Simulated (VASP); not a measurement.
Rh, 1 atom in the cell. Symmetry: Immm, No. 71, orthorhombic system. The conventional cell has a = 2.666 Å, b = 2.713 Å, c = 3.803 Å, α = 90.00°, β = 90.00°, γ = 90.00°. Rh (site symmetry mmm) has 12 Rh at 2.67 to 2.71 Å within 3.5 Å.  This cell differs from its parent crystal: strain +0.0175 x Voigt [0, 0, 0, 1, 0, 0].

| Quantity | Value |
| --- | --- |
| Program | VASP 6.6.1 |
| Task | single point |
| Functional | r2SCAN |
| Potentials or basis | VASP PAW PBE potentials, release 64 (Rh_pv) |
| Cutoff | 520 eV |
| k mesh | 22 × 22 × 22 |
| Occupations | gaussian, width 0.15 eV |
| Spin | no spin polarisation |
| Dipole correction | no |
| Further INCAR settings | ALGO = Normal; EDIFF = 1e-06; NBANDS = 14 |

Potentials or basis: VASP PAW PBE potentials, release 64 (Rh_pv).

The run is started by

```sh
$ cat potpaw_PBE.64/Rh_pv/POTCAR > POTCAR
$ cp INCAR.step1 INCAR
$ mpirun -np 1 vasp_std > vasp.out
$ cp INCAR.step2 INCAR
$ mpirun -np 1 vasp_std > vasp.out
```

Hardware: 1 thread of AMD EPYC 9R45 96-Core Processor (Zen 5), with other jobs on the host.

Task: Estimate the wall time of this run.

Result: Run time: 6.7 min on 1 thread of AMD EPYC 9R45 96-Core Processor (Zen 5) (shared host), peak memory 0.32 GiB. Counts: k points 1530.
